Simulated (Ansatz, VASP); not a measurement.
## Si: VASP beside Ansatz

File INCAR:

```
SYSTEM = Si
ALGO = Normal
EDIFF = 1E-6
ENCUT = 520
GGA = CA
ISIF = 2
ISMEAR = -1
LASPH = .True.
LCHARG = .False.
LREAL = .False.
LWAVE = .False.
NBANDS = 11
NELM = 100
PREC = Accurate
SIGMA = 0.1
```

Contents of KPOINTS:

```
k-points
0
Gamma
  15 15 8
  0 0 0
```

Contents of POSCAR:

```
Si
1.0
    2.5925769574      0.0000000000      0.0000000000
   -1.2962884787      2.2452375064      0.0000000000
    0.0000000000      0.0000000000      4.3731805783
Si
2
Direct
    0.3333333333      0.6666666667      0.2500000000
    0.6666666667      0.3333333333      0.7500000000
```

Input for Ansatz:

```yaml
crystal:
  lattice:
    - [2.5925769574, 0.0, 0.0]
    - [-1.2962884787, 2.2452375064, 0.0]
    - [0.0, 0.0, 4.3731805783]
  atoms:
    - { symbol: Si, position: [0.3333333333, 0.6666666667, 0.25] }
    - { symbol: Si, position: [0.6666666667, 0.3333333333, 0.75] }
hamiltonian:
  xc: lda
  pseudopotentials:
    kind: paw
    azcp:
      Si: "pseudopotentials/Si.paw.azcp"
basis:
  ecutwfc: 420
  fft_grid_basis: typed
kpoints:
  mp_grid: { grid: [15, 15, 8], shift: [0, 0, 0] }
magnetization:
  spin_polarized: false
scf:
  occupations: { method: fermi_dirac, width: 0.1 }
  lower_state_search: "off"
output:
  stress: true
```

Alike in both runs: task single point; functional LDA; k mesh 15 × 15 × 8; occupations fermi-dirac, width 0.1 eV; no spin polarisation.

|  | VASP | Ansatz |
| --- | --- | --- |
| version | VASP 6.6.1 | Ansatz 0.2.0 |
| potentials or method | VASP PAW LDA potentials, release 64 (Si), cutoff 520 eV | plane waves (420 eV) with PAW, scalar-relativistic |
| valence electrons in the cell | 8 | 8 |

|  | VASP | Ansatz | Ansatz less VASP |
| --- | --- | --- | --- |
| pressure (GPa) | 9.2 | 9.1 | -0.11 |
| traceless stress, the component that is largest in VASP (GPa) | 0.75 | 0.73 | -0.025 |

Ansatz warns that its potentials were made for another functional, while VASP's fit it. LDA's correlation is that of Perdew and Zunger in VASP and of Perdew and Wang (1992) in Ansatz.
